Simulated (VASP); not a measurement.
# MgB2 (P6/mmm) in VASP: elastic constants with PBEsol

Aim: the elastic constants of MgB2 with PBEsol.

Program: VASP 6.6.1. These are calculated values, not measurements. Logs are shortened: lines on timing, memory, paths and dates and some standing lists are left out, and cuts for length are marked.

**1. The cell of the first run**

Symmetry: P6/mmm, No. 191, hexagonal system. Conventional cell: a = 3.064 Å, b = 3.064 Å, c = 3.498 Å, α = 90.00°, β = 90.00°, γ = 120.00°. Mg (site symmetry 6/mmm) has 12 B at 2.49 Å and 6 Mg at 3.06 Å within 3.3 Å. B (site symmetry -6m2) has 3 B at 1.77 Å within 2.3 Å.

**2. Elastic constants, PBEsol**

INCAR reads:

```
SYSTEM = MgB2
PREC     = Accurate       ! precision mode
ENCUT    = 600            ! plane-wave cutoff, eV
EDIFF    = 1E-8           ! SCF threshold, eV
ISMEAR   = -1             ! smearing method
SIGMA    = 0.15           ! smearing width, eV
LREAL    = .FALSE.        ! projectors in reciprocal space
LASPH    = .TRUE.         ! aspherical terms in the spheres
NELM     = 100            ! most SCF steps
ALGO     = Normal         ! electronic algorithm
ISIF     = 3              ! what is computed and relaxed
LWAVE    = .FALSE.        ! write WAVECAR
LCHARG   = .TRUE.         ! write CHGCAR
GGA      = PS             ! functional
NBANDS   = 11             ! bands
IBRION   = 6              ! ionic algorithm
NFREE    = 2            
POTIM    = 0.015          ! step
NSW      = 1              ! ionic steps
```

KPOINTS reads:

```
regular mesh
0
G
  15 15 12
  0 0 0
```

POSCAR reads:

```
MgB2
1.0
    3.0642156485      0.0000000000      0.0000000000
   -1.5321078243      2.6536885942      0.0000000000
    0.0000000000      0.0000000000      3.4984914154
Mg B
1 2
Direct
    0.0000000000      0.0000000000      0.0000000000
    0.3333333333      0.6666666667      0.5000000000
    0.6666666667      0.3333333333      0.5000000000
```

Potentials or basis: VASP PAW PBE potentials, release 64 (Mg, B).

Command:

```bash
cat potpaw_PBE.64/Mg/POTCAR potpaw_PBE.64/B/POTCAR > POTCAR
mpirun -np 1 vasp_std > vasp.out
```

OUTCAR:

```text
SYSTEM = MgB2
   PREC = Accurate
   ENCUT = 600
   EDIFF = 1E-8
   ISMEAR = -1
   LREAL = .FALSE.
   LASPH = .TRUE.
   NELM = 100
   ISIF = 3
   GGA = PS
   IBRION = 6
   NFREE = 2
   POTIM = 0.015
   NSW = 1

 ion  position               nearest neighbor table
   1  0.000  0.000  0.000-   2 2.49   3 2.49   2 2.49   3 2.49   2 2.49   2 2.49   3 2.49   3 2.49
                             3 2.49   3 2.49   2 2.49   2 2.49
   2  0.333  0.667  0.500-   3 1.77   3 1.77   3 1.77   1 2.49   1 2.49   1 2.49   1 2.49   1 2.49
                             1 2.49
   3  0.667  0.333  0.500-   2 1.77   2 1.77   2 1.77   1 2.49   1 2.49   1 2.49   1 2.49   1 2.49
                             1 2.49

  LATTYP: Found a hexagonal cell.
 ALAT       =     3.0642156485
 C/A-ratio  =     1.1417249361

  Lattice vectors:

 A1 = (   3.0642156485,   0.0000000000,   0.0000000000)
 A2 = (  -1.5321078243,   2.6536885942,   0.0000000000)
 A3 = (   0.0000000000,   0.0000000000,   3.4984914154)

Analysis of symmetry for initial positions (statically):
=====================================================================
 Subroutine PRICEL returns:
 Original cell was already a primitive cell.

 Routine SETGRP: Setting up the symmetry group for a
 hexagonal supercell.

 Subroutine GETGRP returns: Found 24 space group operations
 (whereof 24 operations were pure point group operations)
 out of a pool of 24 trial point group operations.

The static configuration has the point symmetry D_6h.

Analysis of symmetry for dynamics (positions and initial velocities):
=====================================================================
 Subroutine PRICEL returns:
 Original cell was already a primitive cell.

 Routine SETGRP: Setting up the symmetry group for a
 hexagonal supercell.

 Subroutine GETGRP returns: Found 24 space group operations
 (whereof 24 operations were pure point group operations)
 out of a pool of 24 trial point group operations.

The dynamic configuration has the point symmetry D_6h.

 Subroutine INISYM returns: Found 24 space group operations
 (whereof 24 operations are pure point group operations),
 and found     1 'primitive' translations

----------------------------------------------------------------------------------------

                                     Primitive cell

  volume of cell :      28.4479

  direct lattice vectors                    reciprocal lattice vectors
     3.064215648  0.000000000  0.000000000     0.326347788  0.188416983  0.000000000
    -1.532107824  2.653688594  0.000000000     0.000000000  0.376833967  0.000000000
     0.000000000  0.000000000  3.498491415     0.000000000  0.000000000  0.285837489

  length of vectors
     3.064215648  3.064215648  3.498491415     0.376833967  0.376833967  0.285837489

  position of ions in fractional coordinates (direct lattice)
     0.000000000  0.000000000  0.000000000
     0.333333333  0.666666667  0.500000000
     0.666666667  0.333333333  0.500000000

  ion indices of the primitive-cell ions
   primitive index   ion index
                 1           1
                 2           2
                 3           3

----------------------------------------------------------------------------------------

 KPOINTS: regular mesh

Automatic generation of k-mesh.
 Grid dimensions read from file:
 generate k-points for:   15   15   12

 Generating k-lattice:

[... 116 lines left out ...]
  -------------------------------------------------------------------------------------
  Total        0.0117355      0.0117355     -0.0277303     -0.0000000     -0.0000000     -0.0000000
  in kB        0.6609387      0.6609387     -1.5617604     -0.0000000     -0.0000000     -0.0000000
  external PRESSURE =      -0.0799610 kB  Pullay stress =       0.0000000 kB
[... 92 lines left out ...]
  FREE ENERGIE OF THE ION-ELECTRON SYSTEM (eV)
  ---------------------------------------------------
  free  energy   TOTEN  =       -16.2415551903 eV

  energy  without entropy=      -16.1927189445  energy(sigma->0) =      -16.21713707

[... ionic steps 4 to 18 ...]

--------------------------------------- Ionic step       19  -------------------------------------------

 number of electron       8.0000000 magnetization

------------------------ aborting loop because EDIFF is reached ----------------------------------------
[... 69 lines left out ...]
--------------------------------------- Ionic step       21  -------------------------------------------

 number of electron       8.0000000 magnetization

 Free energy of the ion-electron system (eV)
  ---------------------------------------------------
  ext. energy  EPLUGINS =         0.00000000
  ---------------------------------------------------
  free energy    TOTEN  =       -16.24961567 eV

  energy without entropy =      -16.19990384  energy(sigma->0) =      -16.22475976

 E-fermi :   5.3382     XC(G=0): -11.0746

 val. band max:        5.3279756409   @ k =   0.0667   0.0000   0.0000
 cond. band min:       5.3404140262   @ k =  -0.0000   0.1333   0.3333
 fundamental gap:      0.0124383853
 Fermi energy:         5.3382191828

 k-point     1 :       0.0000    0.0000    0.0000
  band No.  band energies     occupation
      1      -7.1804      2.00000
      2       2.3703      2.00000
      3       5.7340      0.13341
      4       5.7340      0.13341
      5       7.0249      0.00003
      6      11.7090      0.00000
      7      11.7090      0.00000
      8      13.6799      0.00000
      9      15.4695      0.00000
     10      18.1165      0.00000
     11      21.6223      0.00000
[... 309 lines left out ...]
 k-point    24 :       0.4000    0.2000    0.0000
  band No.  band energies     occupation
      1      -2.7624      2.00000
      2      -2.1184      2.00000
      3       0.8748      2.00000
      4       6.1403      0.00948
      5       8.1146      0.00000
      6      11.0581      0.00000
      7      11.3206      0.00000
      8      13.5944      0.00000
      9      14.9781      0.00000
     10      17.3669      0.00000
     11      19.2870      0.00000

 [... further k-points ...]

------------------------ aborting loop because EDIFF is reached ----------------------------------------

  FORCE on cell =-STRESS in cart. coord.  units (eV):
  Direction    XX          YY          ZZ          XY          YZ          ZX
  --------------------------------------------------------------------------------------
  -------------------------------------------------------------------------------------
  Total        0.0131327      0.0131327     -0.0272535     -0.0000000      0.0000000      0.0000000
  in kB        0.7396290      0.7396290     -1.5349081     -0.0000000      0.0000000      0.0000000
  external PRESSURE =      -0.0185500 kB  Pullay stress =       0.0000000 kB
[... 18 lines left out ...]
  FREE ENERGIE OF THE ION-ELECTRON SYSTEM (eV)
  ---------------------------------------------------
  free  energy   TOTEN  =       -16.2496156724 eV

  energy  without entropy=      -16.1999038396  energy(sigma->0) =      -16.22475976

 INTERNAL STRAIN TENSORS FROM STRAINED CELLS
 ============================================

 INTERNAL STRAIN TENSOR FOR ION    1 for displacements in x,y,z  (eV/Angst):
          X           Y           Z          XY          YZ          ZX
  --------------------------------------------------------------------------------
  x    -0.00000     0.00000    -0.00000    -0.00000     0.00000    -0.00000
  y     0.00000     0.00000     0.00000     0.00000     0.00000     0.00000
  z     0.00000     0.00000     0.00000     0.00000    -0.00000     0.00000

 INTERNAL STRAIN TENSORS FROM DISPLACED ATOMS
 ============================================

 INTERNAL STRAIN TENSOR FOR ION    1 for displacements in x,y,z  (eV/Angst):
          X           Y           Z          XY          YZ          ZX
  --------------------------------------------------------------------------------
  x     0.00000     0.00000     0.00000     0.00000     0.00000     0.00000
  y     0.00000     0.00000     0.00000     0.00000     0.00000     0.00000
  z     0.00000     0.00000     0.00000     0.00000     0.00000     0.00000

 INTERNAL STRAIN TENSOR FOR ION    3 for displacements in x,y,z  (eV/Angst):
          X           Y           Z          XY          YZ          ZX
  --------------------------------------------------------------------------------
  x    -0.00000     0.00000    -0.00000     3.65282     0.00000     0.00000
  y     3.65282    -3.65282     0.00000     0.00000     0.00000     0.00000
  z     0.00000     0.00000     0.00000     0.00000     0.00000     0.00000

 Eigenvectors and eigenvalues of the dynamical matrix
 ----------------------------------------------------

   1 f  =   20.710984 THz   130.130950 2PiTHz  690.844064 cm-1    85.653709 meV
             X         Y         Z           dx          dy          dz
      0.000000  0.000000  0.000000     0.000000    0.000000    0.000000
     -0.000000  1.769126  1.749246     0.000000    0.000000   -0.707107
      1.532108  0.884563  1.749246    -0.000000   -0.000000    0.707107
[... 43 lines left out ...]
   9 f/i=    0.000470 THz     0.002954 2PiTHz    0.015681 cm-1     0.001944 meV
             X         Y         Z           dx          dy          dz
      0.000000  0.000000  0.000000     0.694654    0.215916    0.000000
     -0.000000  1.769126  1.749246     0.463333    0.144015    0.000000
      1.532108  0.884563  1.749246     0.463333    0.144015    0.000000

--------------------------------------------------------------------------------------------------------

 ELASTIC MODULI CONTR FROM IONIC RELAXATION (kBar)
 Direction    XX          YY          ZZ          XY          YZ          ZX
 --------------------------------------------------------------------------------
 XX        -100.8529    100.8529     -0.0000      0.0000      0.0000      0.0000
 YY         100.8529   -100.8529      0.0000      0.0000      0.0000     -0.0000
 ZZ          -0.0000      0.0000     -0.0000      0.0000      0.0000      0.0000
 XY           0.0000      0.0000      0.0000   -100.8529      0.0000     -0.0000
 YZ           0.0000      0.0000      0.0000      0.0000      0.0000      0.0000
 ZX           0.0000     -0.0000      0.0000     -0.0000      0.0000     -0.0000
 --------------------------------------------------------------------------------

 TOTAL ELASTIC MODULI (kBar)
 Direction    XX          YY          ZZ          XY          YZ          ZX
 --------------------------------------------------------------------------------
 XX        4368.7561    607.0681    374.0459     -0.0000      0.0000     -0.0000
 YY         607.0681   4368.7561    374.0459     -0.0000     -0.0000      0.0000
 ZZ         374.0459    374.0459   2694.0635     -0.0000     -0.0000     -0.0000
 XY          -0.0000     -0.0000     -0.0000   1880.8440     -0.0000      0.0000
 YZ           0.0000     -0.0000     -0.0000      0.0000    754.9252     -0.0000
 ZX           0.0000      0.0000     -0.0000      0.0000     -0.0000    754.9252
 --------------------------------------------------------------------------------
```

Run time: 9.5 min. Hardware: 1 thread of Intel Xeon 6975P-C (Granite Rapids), shared host; peak memory 0.65 GiB.

Results:

- Voigt bulk modulus: 157 GPa
- Highest phonon frequency at Γ: 691 cm⁻¹

Phonon frequencies in cm⁻¹ (negative: imaginary):
| q point | frequencies |
| --- | --- |
| (0.000, 0.000, 0.000) | 0 0 0 342 342 410 612 612 691 |

Elastic tensor in Voigt notation (GPa, in the Cartesian axes of the cell as first typed):
```
437  61  37   0   0   0
 61 437  37   0   0   0
 37  37 269   0   0   0
  0   0   0  75   0   0
  0   0   0   0  75   0
  0   0   0   0   0 188
```

Clamped-ion elastic tensor (GPa):
```
447  51  37   0   0   0
 51 447  37   0   0   0
 37  37 269   0   0   0
  0   0   0  75   0   0
  0   0   0   0  75   0
  0   0   0   0   0 198
```

Caveat: the PAW data sets were made with another functional, which shifts forces and pressure a little.
